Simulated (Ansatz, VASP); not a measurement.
This is a calculation of Na for VASP 6.6.1.

The input INCAR:

```
SYSTEM = Na
ALGO = Normal
EDIFF = 1E-6
ENCUT = 520
ISIF = 2
ISMEAR = -1
LASPH = .TRUE.
LCHARG = .FALSE.
LREAL = .FALSE.
LWAVE = .FALSE.
NBANDS = 22
NELM = 100
PREC = Accurate
SIGMA = 0.05
```

Contents of KPOINTS:

```
k-points
0
G
  8 8 3
  0 0 0
```

POSCAR

```
Na
1.0
    3.7729580783      0.0000000000      0.0000000000
   -1.8864790391      3.2674775432      0.0000000000
    0.0000000000      0.0000000000     12.7832138010
Na
4
Direct
    0.6666666667      0.3333333333      0.7500000000
    0.0000000000      0.0000000000      0.5000000000
    0.3333333333      0.6666666667      0.2500000000
    0.0000000000      0.0000000000      0.0000000000
```

Potentials or basis: VASP PAW LDA potentials, release 64 (Na_pv).

Command:

```bash
$ cat potpaw_LDA.64/Na_pv/POTCAR > POTCAR
$ mpirun -np 1 vasp_std > vasp.out
```

Set up the same calculation for Ansatz 0.2.0. Potentials there: Ansatz PAW.

As run (the cutoff follows the program's own potentials):

Contents of input.yaml:

```yaml
crystal:
  lattice:
    - [3.7729580783, 0.0, 0.0]
    - [-1.8864790391, 3.2674775432, 0.0]
    - [0.0, 0.0, 12.783213801]
  atoms:
    - { symbol: Na, position: [0.6666666667, 0.3333333333, 0.75] }
    - { symbol: Na, position: [0.0, 0.0, 0.5] }
    - { symbol: Na, position: [0.3333333333, 0.6666666667, 0.25] }
    - { symbol: Na, position: [0.0, 0.0, 0.0] }
hamiltonian:
  xc: lda
  pseudopotentials: { kind: paw }
kpoints:
  mp_grid: { grid: [8, 8, 3] }
scf:
  occupations: { method: fermi_dirac, width: 0.05 }
output:
  forces: true
  stress: true
  eigenvalues: true
```

Potentials or basis: Ansatz PAW.

The run is started by

```console
$ ansatz run input.yaml --threads 2 --pin off --max-ram 5632MiB --backend cpu --events-out ev --progress --plain --runs-dir out
```

Both were run:

|  | VASP | Ansatz | Ansatz less VASP |
| --- | --- | --- | --- |
| gap on the k mesh at the Fermi level (eV) | none | none | - |
| pressure (GPa) | -1.1 | -1.1 | +0.01 |
| traceless stress, the component that is largest in VASP (GPa) | -0.54 | -0.54 | +0.001 |

LDA's correlation is that of Perdew and Zunger in VASP and of Perdew and Wang (1992) in Ansatz. A gap of «none» marks a metal or a gap that the smearing closes. VASP's potentials hold 28 valence electrons a cell and Ansatz's 36, so a difference there can come from the potentials and not from the codes.
